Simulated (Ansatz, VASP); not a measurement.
## AlN in VASP and in Ansatz

The input POSCAR:

```
AlN
1.0
    3.1135756528      0.0000000000      0.0000000000
   -1.5567878264      2.6964356119      0.0000000000
    0.0000000000      0.0000000000      4.9831268775
Al N
2 2
Direct
    0.3333333333      0.6666666667     -0.0000061733
    0.6666666667      0.3333333333      0.4999938267
    0.3333333333      0.6666666667      0.3820061733
    0.6666666667      0.3333333333      0.8820061733
```

The input INCAR.step1:

```
  PREC = Accurate
  ENCUT = 520
  ISMEAR = 0
  SIGMA = 0.01
  LREAL = False
  LASPH = True
  NELM = 100
  NBANDS = 16
  GGA = PE
  ALGO = Normal
  EDIFF = 1E-4
  LWAVE = True
  LCHARG = False
```

Contents of INCAR.step2:

```
  PREC = Accurate
  ENCUT = 520
  EDIFF = 1E-6
  ISMEAR = 0
  SIGMA = 0.01
  LREAL = False
  LASPH = True
  NELM = 100
  ALGO = Normal
  ISIF = 2
  LWAVE = False
  LCHARG = True
  METAGGA = R2SCAN
  LMIXTAU = True
  LELF = True
  LVHAR = True
  NBANDS = 16
  ISTART = 1
```

File KPOINTS:

```
regular mesh
0
Gamma
  9 9 6
```

Input for Ansatz:

```yaml
crystal:
  lattice:
    - [3.1135756528, 0.0, 0.0]
    - [-1.5567878264, 2.6964356119, 0.0]
    - [0.0, 0.0, 4.9831268775]
  atoms:
    - { symbol: Al, position: [0.3333333333, 0.6666666667, -6.1733e-06] }
    - { symbol: Al, position: [0.6666666667, 0.3333333333, 0.4999938267] }
    - { symbol: "N", position: [0.3333333333, 0.6666666667, 0.3820061733] }
    - { symbol: "N", position: [0.6666666667, 0.3333333333, 0.8820061733] }
basis:
  ecutwfc: 500
  xc_grid: 2
kpoints:
  mp_grid: { grid: [9, 9, 6] }
hamiltonian:
  xc: r2scan
  pseudopotentials: { kind: paw, azcp: { folder: soft_1 } }
scf:
  occupations: { method: fixed }
output:
  forces: true
  stress: true
  eigenvalues: true
  polarization: {}
```

Change from the starting cell: polar distortion scaled by 1.00.

Alike in both runs: task single point; functional r2SCAN; k mesh 9 × 9 × 6; no spin polarisation.

```csv
,VASP,Ansatz
version,VASP 6.6.1,Ansatz 0.2.0
potentials or method,"VASP PAW PBE potentials, release 64 (Al, N), cutoff 520 eV","scalar-relativistic, plane waves, PAW"
occupations,"gaussian, width 0.01 eV",fixed
valence electrons in the cell,16,16
```

|  | VASP | Ansatz | Ansatz less VASP |
| --- | --- | --- | --- |
| gap on the k mesh at the Fermi level (eV) | 4.86 | 4.81 | -0.048 |
| least direct gap on the mesh (eV) | 4.86 | 4.81 | -0.048 |
| pressure (GPa) | -1.5 | -1.2 | +0.36 |
| traceless stress, the component that is largest in VASP (GPa) | 0.24 | 0.23 | -0.014 |
| rms of the force components (eV/Å) | 0.007 | 0.008 | +0.0007 |

VASP's potentials were made for PBE, not for r2SCAN. Atom by atom the forces differ by 0.001 eV/Å (rms over components).
